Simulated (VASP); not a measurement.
Input of a VASP 6.6.1 run:

Contents of INCAR:

```
ALGO     = Fast           # electronic algorithm
EDIFF    = 1E-6           # SCF threshold, eV
ENCUT    = 520            # plane-wave cutoff, eV
GGA      = PE             # functional
ISIF     = 2              # what is computed and relaxed
ISMEAR   = 0              # smearing method
LASPH    = True           # aspherical terms in the spheres
LCHARG   = False          # write CHGCAR
LREAL    = False          # projectors in reciprocal space
LWAVE    = False          # write WAVECAR
NBANDS   = 22             # bands
NELM     = 80             # most SCF steps
PREC     = Accurate       # precision mode
SIGMA    = 0.15           # smearing width, eV
```

Contents of KPOINTS:

```
k-points
0
Gamma
  18 18 10
```

Contents of POSCAR:

```
Rh
1.0
    2.7794000000      0.0000000000      0.0000000000
   -1.3897000000      2.4070310073      0.0000000000
    0.0000000000      0.0000000000      4.5956000000
Rh
2
Direct
    0.6666666667      0.3333333333      0.7500000000
    0.3333333333      0.6666666667      0.2500000000
```

Potentials or basis: VASP PAW PBE potentials, release 64 (Rh_pv).

Launch:

```console
$ cat potpaw_PBE.64/Rh_pv/POTCAR > POTCAR
$ mpirun -np 1 vasp_std > vasp.out
```

(1) Predict the band gap on the k mesh.

(2) Estimate the pressure.

Answers

(1) zero (bands 15 and 16 overlap by 2.06 eV).

(2) -17.3 GPa.

Caveat: the cell stands under tension.
